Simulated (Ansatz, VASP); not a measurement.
## Al: VASP beside Ansatz

```
Al
1.0
    -1.73849    1.73849    1.40724
     1.73849   -1.73849    1.40724
     1.73849    1.73849   -1.40724
Al
1
Cartesian
  0.0000 0.0000 1.4072
```

Alike in both runs: task single point; functional PBE; k mesh 8 × 8 × 8; occupations gaussian, width 0.1 eV; no spin polarisation.

|  | VASP | Ansatz |
| --- | --- | --- |
| version | VASP 6.6.1 | Ansatz 0.2.0 |
| potentials or method | VASP PAW PBE potentials, release 64 (Al), cutoff 520 eV | scalar-relativistic, plane waves, PAW |
| valence electrons in the cell | 3 | 3 |

|  | VASP | Ansatz | Ansatz less VASP |
| --- | --- | --- | --- |
| gap on the k mesh at the Fermi level (eV) | none | none | - |
| pressure (GPa) | -0.7 | -0.6 | +0.03 |
| traceless stress, the component that is largest in VASP (GPa) | -1.51 | -1.48 | +0.030 |

A gap of «none» marks a metal or a gap that the smearing closes.
